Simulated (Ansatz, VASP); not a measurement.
# One calculation of Sn, two programs

```
Sn
1.0
    -1.89465    1.89465    1.95149
     1.89465   -1.89465    1.95149
     1.89465    1.89465   -1.95149
Sn
1
Direct
  0.00000 0.00000 0.00000
```

Change from the starting cell: strain +0.000 along x and y, +0.030 along z, atoms carried along.

Alike in both runs: task single point; functional LDA; k mesh 18 × 18 × 18; occupations gaussian, width 0.15 eV; no spin polarisation.

|  | VASP | Ansatz |
| --- | --- | --- |
| version | VASP 6.6.1 | Ansatz 0.2.0 |
| potentials or method | VASP PAW LDA potentials, release 64 (Sn_d), cutoff 520 eV | scalar-relativistic, plane waves, PAW |
| valence electrons in the cell | 14 | 14 |

|  | VASP | Ansatz | Ansatz less VASP |
| --- | --- | --- | --- |
| gap on the k mesh at the Fermi level (eV) | none | none | - |
| pressure (GPa) | -4.4 | -4.4 | -0.04 |
| traceless stress, the component that is largest in VASP (GPa) | 0.40 | 0.40 | 0.000 |

LDA's correlation is that of Perdew and Zunger in VASP and of Perdew and Wang (1992) in Ansatz. A gap of «none» marks a metal or a gap that the smearing closes.
